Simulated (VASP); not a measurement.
Ta, 1 atom in the cell. Symmetry: P6/mmm, No. 191, hexagonal system. Conventional cell: a = 2.682 Å, b = 2.682 Å, c = 2.539 Å, α = 90.00°, β = 90.00°, γ = 120.00°. Ta (site symmetry 6/mmm) has 8 Ta at 2.54 to 2.68 Å within 3.4 Å. 

```yaml
Program: VASP 6.6.1
Task: single point
Functional: PBE
Potentials_or_basis: VASP PAW PBE potentials, release 64 (Ta_pv)
Cutoff: 520 eV
k_mesh: 17 × 17 × 16
Occupations: fermi-dirac, width 0.05 eV
Spin: no spin polarisation
Dipole_correction: no
Further_INCAR_settings: ALGO = Normal; EDIFF = 1e-06; NBANDS = 12
```

Potentials or basis: VASP PAW PBE potentials, release 64 (Ta_pv).

Launch:

```bash
$ cat potpaw_PBE.64/Ta_pv/POTCAR > POTCAR
$ mpirun -np 1 vasp_std > vasp.out
```

Hardware: 1 thread of AMD EPYC 7R43 64-Core Processor (Zen 3), on a shared host.

Task: How long does it take, and how much memory?

Result: It took 38 s on 1 thread of AMD EPYC 7R43 64-Core Processor (Zen 3), on a shared host, peak memory 0.13 GiB. Counts: scf iterations 10, k points 297.
